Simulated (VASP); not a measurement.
# ZnS in VASP: further runs

The runs below take ZnS through single point, with PBE, r2SCAN.

Program: VASP 6.6.1. These are calculated values, not measurements. Logs are shortened: lines on timing, memory, paths and dates and some standing lists are left out, and cuts for length are marked.

## 1. The cell of the first run

The structure is trigonal, space group R3m (No. 160). Conventional cell: a = 3.810 Å, b = 3.810 Å, c = 9.673 Å, α = 90.00°, β = 90.00°, γ = 120.00°. Within 3.1 Å of Zn (site symmetry 3m) lie 4 S at 2.36 to 2.38 Å. S (site symmetry 3m) has 4 Zn at 2.36 to 2.38 Å within 3.1 Å.

## 2. Single point, PBE (strain along [111] +3.6%)

Contents of INCAR:

```
SYSTEM = ZnS
PREC = Accurate
ENCUT = 520
EDIFF = 1E-7
ISMEAR = -1
SIGMA = 0.02
LREAL = .FALSE.
LASPH = .TRUE.
NELM = 100
ALGO = Normal
ISIF = 2
LWAVE = .FALSE.
LCHARG = .FALSE.
GGA = PE
NBANDS = 16
```

Contents of KPOINTS:

```
Automatic mesh
0
G
  8 8 8
  0 0 0
```

Contents of POSCAR:

```
ZnS
1.0
    0.0655560886      2.7596419230      2.7596419230
    2.7596419230      0.0655560886      2.7596419230
    2.7596419230      2.7596419230      0.0655560886
Zn S
1 1
Direct
    0.0018394785      0.0018394785      0.0018394785
    0.2481605215      0.2481605215      0.2481605215
```

Potentials or basis: VASP PAW PBE potentials, release 64 (Zn, S).

Launch:

```sh
$ cat potpaw_PBE.64/Zn/POTCAR potpaw_PBE.64/S/POTCAR > POTCAR
$ mpirun -np 1 vasp_std > vasp.out
```

OUTCAR:

```text
SYSTEM = ZnS
   PREC = Accurate
   ENCUT = 520
   EDIFF = 1E-7
   ISMEAR = -1
   LREAL = .FALSE.
   LASPH = .TRUE.
   NELM = 100
   ISIF = 2
   GGA = PE

 ion  position               nearest neighbor table
   1  0.002  0.002  0.002-   2 2.36   2 2.36   2 2.36   2 2.38
   2  0.248  0.248  0.248-   1 2.36   1 2.36   1 2.36   1 2.38

  LATTYP: Found a trigonal (rhomboedric) cell.
 ALAT       =     3.9032735860
 COS(alpha) =     0.5236075485

  Lattice vectors:

 A1 = (   0.0655560886,   2.7596419230,   2.7596419230)
 A2 = (   2.7596419230,   0.0655560886,   2.7596419230)
 A3 = (   2.7596419230,   2.7596419230,   0.0655560886)

Analysis of symmetry for initial positions (statically):
=====================================================================
 Subroutine PRICEL returns:
 Original cell was already a primitive cell.

 Routine SETGRP: Setting up the symmetry group for a
 trigonal (rhombohedral) supercell.

 Subroutine GETGRP returns: Found  6 space group operations
 (whereof  6 operations were pure point group operations)
 out of a pool of 12 trial point group operations.

The static configuration has the point symmetry C_3v.

Analysis of symmetry for dynamics (positions and initial velocities):
=====================================================================
 Subroutine PRICEL returns:
 Original cell was already a primitive cell.

 Routine SETGRP: Setting up the symmetry group for a
 trigonal (rhombohedral) supercell.

 Subroutine GETGRP returns: Found  6 space group operations
 (whereof  6 operations were pure point group operations)
 out of a pool of 12 trial point group operations.

The dynamic configuration has the point symmetry C_3v.

 Subroutine INISYM returns: Found  6 space group operations
 (whereof  6 operations are pure point group operations),
 and found     1 'primitive' translations

----------------------------------------------------------------------------------------

                                     Primitive cell

  volume of cell :      40.5353

  direct lattice vectors                    reciprocal lattice vectors
     0.065556089  2.759641923  2.759641923    -0.187770228  0.183413195  0.183413195
     2.759641923  0.065556089  2.759641923     0.183413195 -0.187770228  0.183413195
     2.759641923  2.759641923  0.065556089     0.183413195  0.183413195 -0.187770228

  length of vectors
     3.903273586  3.903273586  3.903273586     0.320216268  0.320216268  0.320216268

  position of ions in fractional coordinates (direct lattice)
     0.001839479  0.001839479  0.001839479
     0.248160521  0.248160521  0.248160521

  ion indices of the primitive-cell ions
   primitive index   ion index
                 1           1
                 2           2

----------------------------------------------------------------------------------------

 KPOINTS: Automatic mesh

Automatic generation of k-mesh.
 Grid dimensions read from file:
 generate k-points for:    8    8    8

 Generating k-lattice:

  Cartesian coordinates                     Fractional coordinates (reciprocal lattice)
    -0.023471278  0.022926649  0.022926649     0.125000000  0.000000000  0.000000000
     0.022926649 -0.023471278  0.022926649     0.000000000  0.125000000  0.000000000
     0.022926649  0.022926649 -0.023471278     0.000000000  0.000000000  0.125000000

  Length of vectors
     0.040027034  0.040027034  0.040027034

  Shift w.r.t. Gamma in fractional coordinates (k-lattice)
     0.000000000  0.000000000  0.000000000

 Subroutine IBZKPT returns following result:
 ===========================================

 Found     65 irreducible k-points:

 Following reciprocal coordinates:
            Coordinates               Weight
  0.000000  0.000000  0.000000      1.000000
  0.125000 -0.000000 -0.000000      6.000000
  0.250000 -0.000000 -0.000000      6.000000
  0.375000 -0.000000 -0.000000      6.000000
  0.500000 -0.000000 -0.000000      3.000000
  0.125000  0.125000 -0.000000      6.000000
[... 16 lines left out ...]
  0.250000  0.125000  0.125000      6.000000
  0.375000  0.125000  0.125000      6.000000
 [... further k-points ...]
   k-points           NKPTS =     65   k-points in BZ     NKDIM =     65   number of bands    NBANDS=     16
   number of dos      NEDOS =    301   number of ions     NIONS =      2
   total plane-waves  NPLWV =  27000
   dimension x,y,z NGX =    30 NGY =   30 NGZ =   30
   dimension x,y,z NGXF=    60 NGYF=   60 NGZF=   60
   ions per type =               1   1
   NGX,Y,Z   is equivalent  to a cutoff of  12.78, 12.78, 12.78 a.u.
   NGXF,Y,Z  is equivalent  to a cutoff of  25.55, 25.55, 25.55 a.u.
 SYSTEM =  ZnS
   PREC   = accura    normal or accurate (medium, high low for compatibility)
   ISTART =      0    job   : 0-new  1-cont  2-samecut
   ICHARG =      2    charge: 1-file 2-atom 10-const
   ISPIN  =      1    spin polarized calculation?
   LNONCOLLINEAR =      F non collinear calculations
   LSORBIT =      F    spin-orbit coupling
   LASPH  =      T    aspherical Exc in radial PAW
   ENCUT  =  520.0 eV  38.22 Ry    6.18 a.u.   7.26  7.26  7.26*2*pi/ulx,y,z
   NELM   =    100;   NELMIN=  2; NELMDL= -5     # of ELM steps
   EDIFF  = 0.1E-06   stopping-criterion for ELM
   LREAL  =      F    real-space projection
   EDIFFG = 0.1E-05   stopping-criterion for IOM
   NSW    =      0    number of steps for IOM
   IBRION =     -1    ionic relax: 0-MD 1-quasi-New 2-CG
   NFREE  =      0    steps in history (QN), initial steepest desc. (CG)
   ISIF   =      2    stress and relaxation
   ISYM   =      2    0-nonsym 1-usesym 2-fastsym
   POTIM  = 0.5000    time-step for ionic-motion
   TEBEG  =    0.0;   TEEND  =   0.0 temperature during run
   PSTRESS=    0.0 pullay stress
   NELECT =      18.0000    total number of electrons
   NUPDOWN=      -1.0000    fix difference up-down
   EMIN   =  10.00;   EMAX   =-10.00  energy-range for DOS
   EFERMI =   0.00;   METHOD = LEGACY
   ISMEAR =    -1;   SIGMA  =   0.02  broadening in eV -4-tet -1-fermi 0-gaus
   EFERMI_NEDOS =   21; number of points for ismear=-14 and -15
   IALGO  =     38    algorithm
   IMIX   =      4    mixing-type and parameters
     AMIX     =   0.40;   BMIX     =  1.00
     AMIX_MAG =   1.60;   BMIX_MAG =  1.00
  volume/ion in A,a.u.               =      20.27       136.77
  Fermi-wavevector in a.u.,A,eV,Ry     =   1.248977  2.360224 21.224323  1.559944
  Thomas-Fermi vector in A             =   2.383039
   LORBIT       =      0    0 simple, 1 ext, 2 COOP (PROOUT), +10 PAW based schemes
   GGA     = PE    functional components
   LHFCALC =     F    Hartree Fock is set to
   AEXX    =    0.0000 exact exchange contribution
   IVDW    =     0    specifies the selected vdW correction
   LEPSILON=     F    determine dielectric tensor
   LRPA    =     F    only Hartree local field effects (RPA)
 non-spin polarized calculation
  energy-cutoff  :      520.00
  volume of cell :       40.54
 maximum number of plane-waves:      1102
 NGX is ok and might be reduce to    30
   NGX = 15   NGY = 15   NGZ = 15

 number of electron      18.0000009 magnetization

 Free energy of the ion-electron system (eV)
  ---------------------------------------------------
  ext. energy  EPLUGINS =         0.00000000
  ---------------------------------------------------
  free energy    TOTEN  =        -6.84227268 eV

  energy without entropy =       -6.84227268  energy(sigma->0) =       -6.84227268

 E-fermi :   2.3399     XC(G=0):  -9.5045

 val. band max:        1.9220259518   @ k =   0.0000   0.0000   0.0000
 cond. band min:       3.8307130240   @ k =   0.0000   0.0000   0.0000
 fundamental gap:      1.9086870722
 Fermi energy:         2.3399371502

 k-point     1 :       0.0000    0.0000    0.0000
  band No.  band energies     occupation
      1     -11.0943      2.00000
      2      -4.3866      2.00000
      3      -4.3698      2.00000
      4      -4.3698      2.00000
      5      -3.9107      2.00000
      6      -3.9107      2.00000
[... 8 lines left out ...]
     15      13.5965      0.00000
     16      13.5965      0.00000

 k-point     2 :       0.1250   -0.0000   -0.0000
  band No.  band energies     occupation
      1     -10.9803      2.00000
      2      -4.3743      2.00000
      3      -4.3582      2.00000
      4      -4.3505      2.00000
      5      -3.9133      2.00000
      6      -3.9115      2.00000
[... 8 lines left out ...]
     15      13.0524      0.00000
     16      14.3904      0.00000

 k-point     3 :       0.2500   -0.0000   -0.0000
  band No.  band energies     occupation
      1     -10.6832      2.00000
      2      -4.3298      2.00000
      3      -4.3091      2.00000
      4      -4.3049      2.00000
      5      -3.9126      2.00000
      6      -3.9060      2.00000
[... 8 lines left out ...]
     15      12.9558      0.00000
     16      13.9357      0.00000

 k-point     4 :       0.3750   -0.0000   -0.0000
  band No.  band energies     occupation
      1     -10.3471      2.00000
      2      -4.2806      2.00000
      3      -4.2777      2.00000
      4      -4.0995      2.00000
      5      -3.8972      2.00000
      6      -3.8869      2.00000
[... 8 lines left out ...]
     15      13.7134      0.00000
     16      14.1519      0.00000
[... 324 lines left out ...]
 k-point    22 :       0.1250    0.1250    0.1250
  band No.  band energies     occupation
      1     -10.9904      2.00000
      2      -4.3813      2.00000
      3      -4.3514      2.00000
      4      -4.3514      2.00000
      5      -3.9117      2.00000
      6      -3.9117      2.00000
[... 8 lines left out ...]
     15      13.0892      0.00000
     16      14.3626      0.00000

 k-point    23 :       0.2500    0.1250    0.1250
  band No.  band energies     occupation
      1     -10.8203      2.00000
      2      -4.3637      2.00000
      3      -4.3282      2.00000
      4      -4.3166      2.00000
      5      -3.9228      2.00000
      6      -3.9014      2.00000
[... 8 lines left out ...]
     15      13.1654      0.00000
     16      15.4018      0.00000

 k-point    24 :       0.3750    0.1250    0.1250
  band No.  band energies     occupation
      1     -10.5072      2.00000
      2      -4.2855      2.00000
      3      -4.2837      2.00000
      4      -4.2527      2.00000
      5      -3.9199      2.00000
      6      -3.8889      2.00000
[... 8 lines left out ...]
     15      13.8793      0.00000
     16      14.9596      0.00000

 [... further k-points ...]
[... 5 lines left out ...]
  --------------------------------------------------------------------------------------
  -------------------------------------------------------------------------------------
  Total       -0.0493048     -0.0493048     -0.0493048     -0.2855633     -0.2855633     -0.2855633
  in kB       -1.9487946     -1.9487946     -1.9487946    -11.2870226    -11.2870226    -11.2870226
  external PRESSURE =      -1.9487946 kB  Pullay stress =       0.0000000 kB

 VOLUME and BASIS-vectors are now :
 -----------------------------------------------------------------------------
  energy-cutoff  :      520.00
  volume of cell :       40.54
      direct lattice vectors                 reciprocal lattice vectors
     0.065556089  2.759641923  2.759641923    -0.187770228  0.183413195  0.183413195
     2.759641923  0.065556089  2.759641923     0.183413195 -0.187770228  0.183413195
     2.759641923  2.759641923  0.065556089     0.183413195  0.183413195 -0.187770228

 POSITION                                       TOTAL-FORCE (eV/Angst)
 -----------------------------------------------------------------------------------
      0.01027      0.01027      0.01027         0.002347      0.002347      0.002347
      1.38594      1.38594      1.38594        -0.002347     -0.002347     -0.002347
 -----------------------------------------------------------------------------------
    total drift:                                0.000249      0.000249      0.000249

  FREE ENERGIE OF THE ION-ELECTRON SYSTEM (eV)
  ---------------------------------------------------
  free  energy   TOTEN  =        -6.8422726841 eV

  energy  without entropy=       -6.8422726841  energy(sigma->0) =       -6.84227268
```

Wall time 20 s (1 thread of Intel Xeon 6975P-C (Granite Rapids), shared host); peak memory 0.19 GiB.

What came out:

| Quantity | Value |
| --- | --- |
| Free energy | -6.8423 eV |
| Pressure | -0.2 GPa |
| Largest force | 0.004 eV/Å |
| Band gap on the k mesh | 1.91 eV, direct |

Forces on the atoms (eV/Å):
```
Zn   0.002  0.002  0.002
S   -0.002 -0.002 -0.002
```

Levels at points of the mesh, in eV from the valence-band top:
```csv
k point,band 7,band 8,band 9,band 10,band 11,band 12
"(0.00, 0.00, 0.00)",-0.19,0.00,0.00,1.91,6.08,6.51
"(0.50, 0.00, 0.00)",-5.15,-1.00,-0.85,3.10,6.75,6.88
"(0.50, 0.50, 0.00)",-4.51,-2.30,-2.06,3.35,4.07,10.63
"(0.50, 0.50, 0.50)",-5.24,-0.77,-0.77,3.46,7.08,7.08
```

Caveat: the cell differs from its parent crystal (strain along [111] +3.6%).

## 3. Single point, PBE (shear xy strain +1.1%)

Contents of INCAR:

```
PREC = Accurate ; ENCUT = 520
EDIFF = 1E-6 ; ISMEAR = -1
SIGMA = 0.02 ; LREAL = F
LASPH = T ; NELM = 80
ALGO = Normal ; ISIF = 2
LWAVE = F ; LCHARG = F
GGA = PE ; NBANDS = 16
```

Contents of KPOINTS:

```
Automatic mesh
0
Gamma
  8 8 8
```

Contents of POSCAR:

```
ZnS
1.0
    0.0154909935      2.6940858343      2.6940858343
    2.6940858343      0.0154909935      2.6940858343
    2.7095768279      2.7095768279      0.0000000001
Zn S
1 1
Direct
    0.0010316987      0.0010316987     -0.0010316987
    0.2489683013      0.2489683013      0.2510316987
```

Potentials or basis: VASP PAW PBE potentials, release 64 (Zn, S).

Launch:

```sh
$ cat potpaw_PBE.64/Zn/POTCAR potpaw_PBE.64/S/POTCAR > POTCAR
$ mpirun -np 1 vasp_std > vasp.out
```

It took 18 s on 1 thread of Intel Xeon 6975P-C (Granite Rapids), shared host; peak memory 0.19 GiB.

The run converged. Its results:

- Free energy: -6.8417 eV
- Pressure: 2.5 GPa
- Largest force: 0.003 eV/Å
- Band gap on the k mesh: 2.12 eV, direct

Forces in eV/Å, atoms in the order of the input:
```
Zn   0.000  0.000  0.003
S    0.000  0.000 -0.003
```

Stress tensor (GPa, compression positive):
```
 2.46 -0.55  0.00
-0.55  2.46  0.00
 0.00  0.00  2.46
```

Levels at points of the mesh, in eV from the valence-band top:
```
           k point  band 7  band 8  band 9  band 10  band 11  band 12
(0.00, 0.00, 0.00)   -0.06   -0.03    0.00     2.12     6.29     6.36
(0.50, 0.00, 0.00)   -5.37   -0.95   -0.91     3.25     6.84     6.87
(0.50, 0.50, 0.00)   -4.62   -2.34   -2.22     3.34     4.06    11.01
(0.00, 0.00, 0.50)   -5.39   -0.91   -0.87     3.34     6.91     6.94
(0.50, 0.00, 0.50)   -4.62   -2.28   -2.28     3.36     4.04    11.00
```

Caveat: the cell differs from its parent crystal (shear xy strain +1.1%).

(Continued in part 2 of 2.)
